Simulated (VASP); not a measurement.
Set up this calculation in VASP 6.6.1, as the native input.

| Quantity | Value |
| --- | --- |
| Task | single point |
| Functional | PBE |
| Dispersion | D3(BJ) |
| Potentials or basis | VASP PAW PBE potentials, release 64 (Se, W_sv) |
| Cutoff | 520 eV |
| k mesh | 9 × 9 × 1 |
| Occupations | gaussian, width 0.05 eV |
| Spin | no spin polarisation |
| Dipole correction | yes |
| Further INCAR settings | ALGO = Normal; EDIFF = 1e-07; NBANDS = 35 |

The structure of WSe2 lies in POSCAR:

```
WSe2
1.0
    3.2854929596      0.0000000000      0.0000000000
   -1.6427464798      2.8453203669      0.0000000000
    0.0000000000      0.0000000000     24.2386467078
Se W
4 2
Direct
    0.3333333333      0.6666666667      0.1856539292
    0.3333333333      0.6666666667      0.3246601780
    1.0000000000      1.0000000000      0.4777215285
    1.0000000000      1.0000000000      0.6167277773
    0.6666666667      0.3333333333      0.2551570536
    0.6666666667      1.3333333333      0.5472246529
```

The input as run:

INCAR

```
ALGO = Normal ; DIPOL = 0.5 0.5 0.401
EDIFF = 1E-7 ; ENCUT = 520
GGA = PE ; IDIPOL = 3
ISIF = 2 ; ISMEAR = 0
IVDW = 12 ; LASPH = True
LCHARG = False ; LDIPOL = True
LREAL = False ; LWAVE = False
NBANDS = 35 ; NELM = 100
PREC = Accurate ; SIGMA = 0.05
```

KPOINTS

```
k-points
0
Gamma
  9 9 1
```

Potentials or basis: VASP PAW PBE potentials, release 64 (Se, W_sv).

Run with:

```console
$ cat potpaw_PBE.64/Se/POTCAR potpaw_PBE.64/W_sv/POTCAR > POTCAR
$ mpirun -np 1 vasp_std > vasp.out
```

It gave:

- Largest force: 0.124 eV/Å
- Band gap on the k mesh: 1.59 eV, indirect (least direct gap 1.67 eV)
- Dispersion energy per atom: -0.381 eV

Caveat: spin-orbit coupling is left out, which moves the levels of the heavy elements.

Run time: 81 s on 1 thread of Intel(R) Xeon(R) 6975P-C (Granite Rapids), on a shared host, peak memory 0.35 GiB.
